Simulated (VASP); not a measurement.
# MnO (Cmc2_1) in VASP: a series of runs

The runs below take MnO through single point, with PBEsol.

Everything below comes from runs of VASP 6.6.1. Logs are shortened: lines on timing, memory, paths and dates and some standing lists are left out, and cuts for length are marked.

## (1) The cell of the first run

The structure is orthorhombic, space group Cmc2_1 (No. 36). Conventional cell: a = 3.491 Å, b = 5.905 Å, c = 5.509 Å, α = 90.00°, β = 90.00°, γ = 90.00°. Mn (site symmetry m) has 4 O at 2.10 Å within 2.8 Å. Within 2.8 Å of O (site symmetry m) lie 4 Mn at 2.10 Å.

## (2) Single point, PBEsol, collinear spin, ferromagnetic start (14.20 Å³/atom)

INCAR reads:

```
SYSTEM = MnO
ALGO     = Normal         ! electronic algorithm
EDIFF    = 1E-7           ! SCF threshold, eV
ENCUT    = 520            ! plane-wave cutoff, eV
GGA      = PS             ! functional
ISIF     = 2              ! what is computed and relaxed
ISMEAR   = -1             ! smearing method
ISPIN    = 2              ! spin polarisation
LASPH    = .TRUE.         ! aspherical terms in the spheres
LCHARG   = .FALSE.        ! write CHGCAR
LMAXMIX  = 4              ! l up to which the mixer works
LORBIT   = 11             ! projections on sites
LREAL    = .FALSE.        ! projectors in reciprocal space
LWAVE    = .FALSE.        ! write WAVECAR
MAGMOM   = 4 4 0 0        ! initial moments
NBANDS   = 31             ! bands
NELM     = 150            ! most SCF steps
PREC     = Accurate       ! precision mode
SIGMA    = 0.05           ! smearing width, eV
```

KPOINTS reads:

```
k-points
0
G
  9 9 5
  0 0 0
```

POSCAR reads:

```
MnO
1.0
    1.7454565492     -2.9525708631      0.0000000000
    1.7454565492      2.9525708631      0.0000000000
    0.0000000000      0.0000000000      5.5094068269
Mn O
2 2
Direct
    0.8250481200      0.1749518800      0.9976535200
    0.1749518800      0.8250481200      0.4976535200
    0.8376626400      0.1623373600      0.6159161550
    0.1623373600      0.8376626400      0.1159161550
```

Potentials or basis: VASP PAW PBE potentials, release 64 (Mn_pv, O).

On the command line:

```sh
> cat potpaw_PBE.64/Mn_pv/POTCAR potpaw_PBE.64/O/POTCAR > POTCAR
> mpirun -np 1 vasp_std > vasp.out
```

OUTCAR:

```text
SYSTEM = MnO
   EDIFF = 1E-7
   ENCUT = 520
   GGA = PS
   ISIF = 2
   ISMEAR = -1
   ISPIN = 2
   LASPH = .TRUE.
   LORBIT = 11
   LREAL = .FALSE.
   NELM = 150
   PREC = Accurate

 ion  position               nearest neighbor table
   1  0.825  0.175  0.998-   4 2.10   4 2.10   4 2.10   3 2.10
   2  0.175  0.825  0.498-   3 2.10   3 2.10   3 2.10   4 2.10
   3  0.838  0.162  0.616-   2 2.10   2 2.10   2 2.10   1 2.10
   4  0.162  0.838  0.116-   1 2.10   1 2.10   1 2.10   2 2.10

  LATTYP: Found a base centered orthorhombic cell.
 ALAT       =     3.4909130984
 B/A-ratio  =     1.6915751151
 C/A-ratio  =     1.5782136855

  Lattice vectors:

 A1 = (   1.7454565492,  -2.9525708631,   0.0000000000)
 A2 = (   1.7454565492,   2.9525708631,   0.0000000000)
 A3 = (   0.0000000000,   0.0000000000,   5.5094068269)

Analysis of symmetry for initial positions (statically):
=====================================================================
 Subroutine PRICEL returns:
 Original cell was already a primitive cell.

 Routine SETGRP: Setting up the symmetry group for a
 base centered orthorhombic supercell.

 Subroutine GETGRP returns: Found  4 space group operations
 (whereof  2 operations were pure point group operations)
 out of a pool of  8 trial point group operations.

The static configuration has the point symmetry C_1h.
 The point group associated with its full space group is C_2v.

Analysis of symmetry for dynamics (positions and initial velocities):
=====================================================================
 Subroutine PRICEL returns:
 Original cell was already a primitive cell.

 Routine SETGRP: Setting up the symmetry group for a
 base centered orthorhombic supercell.

 Subroutine GETGRP returns: Found  4 space group operations
 (whereof  2 operations were pure point group operations)
 out of a pool of  8 trial point group operations.

The dynamic configuration has the point symmetry C_1h.
 The point group associated with its full space group is C_2v.

Analysis of structural, dynamic, and magnetic symmetry:
=====================================================================
 Subroutine PRICEL returns:
 Original cell was already a primitive cell.

 Routine SETGRP: Setting up the symmetry group for a
 base centered orthorhombic supercell.

 Subroutine GETGRP returns: Found  4 space group operations
 (whereof  2 operations were pure point group operations)
 out of a pool of  8 trial point group operations.

The overall configuration has the point symmetry C_1h.
 The point group associated with its full space group is C_2v.

 Subroutine INISYM returns: Found  4 space group operations
 (whereof  2 operations are pure point group operations),
 and found     1 'primitive' translations

----------------------------------------------------------------------------------------

                                     Primitive cell

  volume of cell :      56.7864

  direct lattice vectors                    reciprocal lattice vectors
     1.745456549 -2.952570863  0.000000000     0.286458004 -0.169343946  0.000000000
     1.745456549  2.952570863  0.000000000     0.286458004  0.169343946  0.000000000
     0.000000000  0.000000000  5.509406827     0.000000000  0.000000000  0.181507743

  length of vectors
     3.429911554  3.429911554  5.509406827     0.332769530  0.332769530  0.181507743

  position of ions in fractional coordinates (direct lattice)
     0.825048120  0.174951880  0.997653520
     0.174951880  0.825048120  0.497653520
     0.837662640  0.162337360  0.615916155
     0.162337360  0.837662640  0.115916155

  ion indices of the primitive-cell ions
   primitive index   ion index
                 1           1
                 2           2
                 3           3
                 4           4

----------------------------------------------------------------------------------------

 KPOINTS: k-points

Automatic generation of k-mesh.
 Grid dimensions read from file:
 generate k-points for:    9    9    5

 Generating k-lattice:

  Cartesian coordinates                     Fractional coordinates (reciprocal lattice)
     0.031828667 -0.018815994  0.000000000     0.111111111  0.000000000  0.000000000
     0.031828667  0.018815994  0.000000000     0.000000000  0.111111111  0.000000000
     0.000000000  0.000000000  0.036301549     0.000000000  0.000000000  0.200000000

  Length of vectors
     0.036974392  0.036974392  0.036301549

  Shift w.r.t. Gamma in fractional coordinates (k-lattice)
     0.000000000  0.000000000  0.000000000

 Subroutine IBZKPT returns following result:
 ===========================================

 Found     75 irreducible k-points:

 Following reciprocal coordinates:
            Coordinates               Weight
  0.000000  0.000000  0.000000      1.000000
  0.111111  0.000000  0.000000      4.000000
  0.222222  0.000000  0.000000      4.000000
  0.333333  0.000000  0.000000      4.000000
  0.444444  0.000000  0.000000      4.000000
  0.111111  0.111111  0.000000      2.000000
[... 16 lines left out ...]
 -0.333333  0.333333  0.000000      2.000000
  0.444444  0.444444  0.000000      2.000000
 [... further k-points ...]
   k-points           NKPTS =     75   k-points in BZ     NKDIM =     75   number of bands    NBANDS=     31
   number of dos      NEDOS =    301   number of ions     NIONS =      4
   total plane-waves  NPLWV =  32928
   dimension x,y,z NGX =    28 NGY =   28 NGZ =   42
   dimension x,y,z NGXF=    56 NGYF=   56 NGZF=   84
   ions per type =               2   2
   NGX,Y,Z   is equivalent  to a cutoff of  13.57, 13.57, 12.67 a.u.
   NGXF,Y,Z  is equivalent  to a cutoff of  27.14, 27.14, 25.35 a.u.
 SYSTEM =  MnO
   PREC   = accura    normal or accurate (medium, high low for compatibility)
   ISTART =      0    job   : 0-new  1-cont  2-samecut
   ICHARG =      2    charge: 1-file 2-atom 10-const
   ISPIN  =      2    spin polarized calculation?
   LNONCOLLINEAR =      F non collinear calculations
   LSORBIT =      F    spin-orbit coupling
   LASPH  =      T    aspherical Exc in radial PAW
   ENCUT  =  520.0 eV  38.22 Ry    6.18 a.u.   6.38  6.38 10.24*2*pi/ulx,y,z
   NELM   =    150;   NELMIN=  2; NELMDL= -5     # of ELM steps
   EDIFF  = 0.1E-06   stopping-criterion for ELM
   LREAL  =      F    real-space projection
   EDIFFG = 0.1E-05   stopping-criterion for IOM
   NSW    =      0    number of steps for IOM
   IBRION =     -1    ionic relax: 0-MD 1-quasi-New 2-CG
   NFREE  =      0    steps in history (QN), initial steepest desc. (CG)
   ISIF   =      2    stress and relaxation
   ISYM   =      2    0-nonsym 1-usesym 2-fastsym
   POTIM  = 0.5000    time-step for ionic-motion
   TEBEG  =    0.0;   TEEND  =   0.0 temperature during run
   PSTRESS=    0.0 pullay stress
   NELECT =      38.0000    total number of electrons
   NUPDOWN=      -1.0000    fix difference up-down
   EMIN   =  10.00;   EMAX   =-10.00  energy-range for DOS
   EFERMI =   0.00;   METHOD = LEGACY
   ISMEAR =    -1;   SIGMA  =   0.05  broadening in eV -4-tet -1-fermi 0-gaus
   EFERMI_NEDOS =   21; number of points for ismear=-14 and -15
   IALGO  =     38    algorithm
   IMIX   =      4    mixing-type and parameters
     AMIX     =   0.40;   BMIX     =  1.00
     AMIX_MAG =   1.60;   BMIX_MAG =  1.00
  volume/ion in A,a.u.               =      14.20        95.80
  Fermi-wavevector in a.u.,A,eV,Ry     =   1.431928  2.705952 27.897642  2.050419
  Thomas-Fermi vector in A             =   2.551611
   LORBIT       =     11    0 simple, 1 ext, 2 COOP (PROOUT), +10 PAW based schemes
   GGA     = PS    functional components
   LHFCALC =     F    Hartree Fock is set to
   AEXX    =    0.0000 exact exchange contribution
   IVDW    =     0    specifies the selected vdW correction
   LEPSILON=     F    determine dielectric tensor
   LRPA    =     F    only Hartree local field effects (RPA)
 spin polarized calculation
  energy-cutoff  :      520.00
  volume of cell :       56.79
 maximum number of plane-waves:      1550
 NGX is ok and might be reduce to    28
   NGX = 13   NGY = 13   NGZ = 21

 number of electron      37.9999989 magnetization      10.0002797

 number of electron      37.9999989 magnetization       9.9960994

 Free energy of the ion-electron system (eV)
  ---------------------------------------------------
  ext. energy  EPLUGINS =         0.00000000
  ---------------------------------------------------
  free energy    TOTEN  =       -34.23441546 eV

  energy without entropy =      -34.23164552  energy(sigma->0) =      -34.23303049

 E-fermi :   4.8989     XC(G=0): -10.4738

 val. band max:        4.8764644536   @ k =  -0.1111   0.1111   0.0000
 cond. band min:       4.9262492197   @ k =  -0.1111   0.1111   0.0000
 fundamental gap:      0.0497847661
 Fermi energy:         4.8989233790

 spin component 1

 k-point     1 :       0.0000    0.0000    0.0000
  band No.  band energies     occupation
      1     -45.4316      1.00000
      2     -45.4119      1.00000
      3     -45.4054      1.00000
      4     -45.4028      1.00000
      5     -45.3997      1.00000
      6     -45.3947      1.00000
[... 23 lines left out ...]
     30      16.6305      0.00000
     31      16.7221      0.00000

 k-point     2 :       0.1111    0.0000    0.0000
  band No.  band energies     occupation
      1     -45.4308      1.00000
      2     -45.4127      1.00000
      3     -45.4065      1.00000
      4     -45.4034      1.00000
      5     -45.4009      1.00000
      6     -45.3963      1.00000
[... 740 lines left out ...]
 k-point    24 :       0.4444    0.4444    0.0000
  band No.  band energies     occupation
      1     -45.4280      1.00000
      2     -45.4254      1.00000
      3     -45.4203      1.00000
      4     -45.4092      1.00000
      5     -45.4061      1.00000
      6     -45.3999      1.00000
[... 23 lines left out ...]
     30      14.2301      0.00000
     31      15.2064      0.00000

 [... further k-points ...]

 spin component 2

 k-point     1 :       0.0000    0.0000    0.0000
  band No.  band energies     occupation
      1     -40.7338      1.00000
      2     -40.7079      1.00000
      3     -40.7009      1.00000
      4     -40.6969      1.00000
      5     -40.6957      1.00000
      6     -40.6891      1.00000
[... 23 lines left out ...]
     30      17.8929      0.00000
     31      18.1665      0.00000

 k-point     2 :       0.1111    0.0000    0.0000
  band No.  band energies     occupation
      1     -40.7327      1.00000
      2     -40.7091      1.00000
      3     -40.7024      1.00000
      4     -40.6979      1.00000
      5     -40.6970      1.00000
      6     -40.6913      1.00000
[... 740 lines left out ...]
 k-point    24 :       0.4444    0.4444    0.0000
  band No.  band energies     occupation
      1     -40.7302      1.00000
      2     -40.7270      1.00000
      3     -40.7197      1.00000
      4     -40.7047      1.00000
      5     -40.7042      1.00000
      6     -40.6960      1.00000
[... 23 lines left out ...]
     30      15.3478      0.00000
     31      16.9595      0.00000

 [... further k-points ...]

------------------------ aborting loop because EDIFF is reached ----------------------------------------

  FORCE on cell =-STRESS in cart. coord.  units (eV):
  Direction    XX          YY          ZZ          XY          YZ          ZX
  --------------------------------------------------------------------------------------
  -------------------------------------------------------------------------------------
  Total       -2.7610934     -2.3610065     -2.5983740      0.0000000      0.0000000      0.0000000
  in kB      -77.9017947    -66.6137010    -73.3108130      0.0000000      0.0000000      0.0000000
  external PRESSURE =     -72.6087696 kB  Pullay stress =       0.0000000 kB

 VOLUME and BASIS-vectors are now :
 -----------------------------------------------------------------------------
  energy-cutoff  :      520.00
  volume of cell :       56.79
      direct lattice vectors                 reciprocal lattice vectors
     1.745456549 -2.952570863  0.000000000     0.286458004 -0.169343946  0.000000000
     1.745456549  2.952570863  0.000000000     0.286458004  0.169343946  0.000000000
     0.000000000  0.000000000  5.509406827     0.000000000  0.000000000  0.181507743

 POSITION                                       TOTAL-FORCE (eV/Angst)
 -----------------------------------------------------------------------------------
      1.74546     -1.91946      5.49648         0.000000     -0.048789      0.021020
      1.74546      1.91946      2.74178         0.000000      0.048789      0.021020
      1.74546     -1.99395      3.39333         0.000000      0.041682     -0.021020
      1.74546      1.99395      0.63863         0.000000     -0.041682     -0.021020
 -----------------------------------------------------------------------------------
    total drift:                                0.000001      0.000000     -0.001202

  FREE ENERGIE OF THE ION-ELECTRON SYSTEM (eV)
  ---------------------------------------------------
  free  energy   TOTEN  =       -34.2344154604 eV

  energy  without entropy=      -34.2316455177  energy(sigma->0) =      -34.23303049

 total charge

# of ion       s       p       d       tot
------------------------------------------
    1        0.228   6.202   4.922  11.352
    2        0.228   6.202   4.922  11.352
    3        1.550   3.407   0.000   4.957
    4        1.550   3.407   0.000   4.957
--------------------------------------------------
tot          3.555  19.218   9.844  32.618

 magnetization (x)

# of ion       s       p       d       tot
------------------------------------------
    1        0.037   0.055   4.339   4.431
    2        0.037   0.055   4.339   4.431
    3        0.018   0.161   0.000   0.179
    4        0.018   0.161   0.000   0.179
--------------------------------------------------
tot          0.111   0.432   8.678   9.221
```

It took 6.7 min on 1 thread of Intel Xeon 8259CL, shared host; peak memory 0.32 GiB.

Results:

| Item | Value |
| --- | --- |
| Free energy | -34.2344 eV |
| Pressure | -7.3 GPa |
| Largest force | 0.053 eV/Å |
| Band gap on the k mesh | zero (filled and empty bands overlap) |
| Net moment | 10.00 μB per cell |
| Site moments | Mn +4.43; O +0.18 μB |
| Valence electrons inside the program's atomic spheres | Mn 11.35; O 4.96 |

Forces in eV/Å, atoms in the order of the input:
```
Mn   0.000 -0.049  0.021
Mn   0.000  0.049  0.021
O    0.000  0.042 -0.021
O    0.000 -0.042 -0.021
```

Caveat: the cell stands under tension; the PAW data sets were made with another functional, which shifts forces and pressure a little; semilocal functionals often make such compounds metallic where correlation or magnetic order opens a gap, which also shifts bond lengths; only a ferromagnetic start was run, and an antiferromagnetic order may lie lower in energy.

## (3) Single point, PBEsol, collinear spin, ferromagnetic start (14.47 Å³/atom)

This run uses another cell than the first one, of 14.47 Å³/atom.

INCAR reads:

```
  ALGO = Normal
  EDIFF = 1E-6
  ENCUT = 520
  GGA = PS
  ISIF = 2
  ISMEAR = -1
  ISPIN = 2
  LASPH = T
  LCHARG = F
  LMAXMIX = 4
  LORBIT = 11
  LREAL = F
  LWAVE = F
  MAGMOM = 4 4 0 0
  NBANDS = 31
  NELM = 150
  PREC = Accurate
  SIGMA = 0.05
```

KPOINTS reads:

```
k-points
0
Gamma
  9 9 5
```

POSCAR reads:

```
MnO
1.0
    1.7567910003     -2.9717439384      0.0000000000
    1.7567910003      2.9717439384      0.0000000000
    0.0000000000      0.0000000000      5.5451831984
Mn O
2 2
Direct
    0.8250481200      0.1749518800      0.9976535200
    0.1749518800      0.8250481200      0.4976535200
    0.8376626400      0.1623373600      0.6159161550
    0.1623373600      0.8376626400      0.1159161550
```

Potentials or basis: VASP PAW PBE potentials, release 64 (Mn_pv, O).

On the command line:

```sh
> cat potpaw_PBE.64/Mn_pv/POTCAR potpaw_PBE.64/O/POTCAR > POTCAR
> mpirun -np 1 vasp_std > vasp.out
```

Wall time 5.9 min (1 thread of Intel Xeon 8259CL, shared host); peak memory 0.33 GiB.

It converged, with:

* Free energy: -34.1788 eV
* Pressure: -9.0 GPa
* Largest force: 0.059 eV/Å
* Band gap on the k mesh: zero (filled and empty bands overlap)
* Net moment: 10.00 μB per cell
* Site moments: Mn +4.44; O +0.17 μB
* Valence electrons inside the program's atomic spheres: Mn 11.33; O 4.95

Forces in eV/Å, atoms in the order of the input:
```
Mn   0.000 -0.056  0.018
Mn   0.000  0.056  0.018
O    0.000  0.041 -0.018
O    0.000 -0.041 -0.018
```

Stress tensor (GPa, compression positive):
```
-9.60  0.00  0.00
 0.00 -8.41  0.00
 0.00  0.00 -9.05
```

Levels at points of the mesh, in eV from the Fermi level:
Spin up:
```
           k point  band 20  band 21  band 22  band 23  band 24  band 25  band 26  band 27  band 28  band 29
(0.00, 0.00, 0.00)    -1.41    -0.77    -0.63    -0.25     0.03     0.05     3.48     5.22    11.01    11.02
```
Spin down:
| k point | band 12 | band 13 | band 14 | band 15 | band 16 | band 17 |
| --- | --- | --- | --- | --- | --- | --- |
| (0.00, 0.00, 0.00) | -4.29 | -4.28 | -4.16 | -0.04 | 1.19 | 1.33 |

Caveat: the cell stands under tension; the PAW data sets were made with another functional, which shifts forces and pressure a little; semilocal functionals often make such compounds metallic where correlation or magnetic order opens a gap, which also shifts bond lengths; only a ferromagnetic start was run, and an antiferromagnetic order may lie lower in energy. With open d or f shells a metallic result of PBEsol can be an artefact of self-interaction; +U or a hybrid may open a gap.
